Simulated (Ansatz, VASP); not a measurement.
One calculation of Si2Ge, two programs

```
Si Ge
1.0
     3.65358    0.00000    0.00000
    -1.82679    3.16410    0.00000
     0.00000    0.00000    5.24452
Si Ge
2 1
Direct
  0.66667 0.33333 0.87181
  0.00000 0.00000 0.09389
  0.00000 0.00000 0.57205
```

Alike in both runs: functional PBE; k mesh 6 × 6 × 4; occupations gaussian, width 0.2 eV; no spin polarisation.

Ansatz relaxed the structure, and its values are those at the end. VASP's run is a single point on that final structure, the one shown.

|  | VASP | Ansatz |
| --- | --- | --- |
| version | VASP 6.6.1 | Ansatz 0.2.0 |
| potentials or method | VASP PAW PBE potentials, release 64 (Si, Ge_d), cutoff 500 eV | scalar-relativistic, plane waves, PAW |
| valence electrons in the cell | 22 | 22 |

Ansatz gave:

```
gap on the k mesh at the Fermi level (eV) : none
pressure (GPa)                            : 0.1
rms of the force components (eV/Å)        : 0.001
```

Task: Estimate VASP's values.

Result: gap on the k mesh at the Fermi level (eV): none; pressure (GPa): 0.0; rms of the force components (eV/Å): 0.004.

A gap of «none» marks a metal or a gap that the smearing closes.
